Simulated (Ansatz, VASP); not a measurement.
## Mo: VASP beside Ansatz

The input INCAR:

```
SYSTEM = Mo
  PREC = Accurate
  ENCUT = 500
  EDIFF = 1E-6
  ISMEAR = -1
  SIGMA = 0.1
  LREAL = .False.
  LASPH = .True.
  NELM = 120
  ALGO = Normal
  ISIF = 2
  LWAVE = .False.
  LCHARG = .True.
  GGA = CA
  LELF = .True.
  LVHAR = .True.
  NBANDS = 13
  GGA_COMPAT = .False.
```

The input KPOINTS:

```
regular mesh
0
Gamma
  14 14 14
  0 0 0
```

Contents of POSCAR:

```
Mo
1.0
    2.5578741124      0.0000000000      0.0000000000
    0.0000000000      2.5578741124      0.0000000000
    0.0000000000      0.0000000000      2.5578741124
Mo
1
Direct
    0.0000000000      0.0000000000      0.0000000000
```

Input for Ansatz:

```yaml
crystal:
  lattice:
    - [2.5578741124, 0.0, 0.0]
    - [0.0, 2.5578741124, 0.0]
    - [0.0, 0.0, 2.5578741124]
  atoms:
    - { symbol: Mo, position: [0.0, 0.0, 0.0] }
hamiltonian:
  xc: lda
  pseudopotentials:
    kind: paw
    azcp:
      Mo: "pseudopotentials/Mo.paw.azcp"
basis:
  ecutwfc: 420
  fft_grid_basis: typed
kpoints:
  mp_grid: { grid: [14, 14, 14], shift: [0, 0, 0] }
magnetization:
  spin_polarized: false
scf:
  occupations: { method: fermi_dirac, width: 0.1 }
  lower_state_search: "off"
output:
  stress: true
  write_density: true
  write_potential: true
  elf: true
  volumetric_format: npy
```

Alike in both runs: task single point; functional LDA; k mesh 14 × 14 × 14; occupations fermi-dirac, width 0.1 eV; no spin polarisation.

```csv
,VASP,Ansatz
version,VASP 6.6.1,Ansatz 0.2.0
potentials or method,"VASP PAW LDA potentials, release 64 (Mo_sv), cutoff 500 eV","plane waves (420 eV) with PAW, scalar-relativistic"
valence electrons in the cell,14,14
```

|  | VASP | Ansatz | Ansatz less VASP |
| --- | --- | --- | --- |
| pressure (GPa) | -0.2 | -1.2 | -0.98 |

Ansatz warns that its potentials were made for another functional, while VASP's fit it. LDA's correlation is that of Perdew and Zunger in VASP and of Perdew and Wang (1992) in Ansatz.
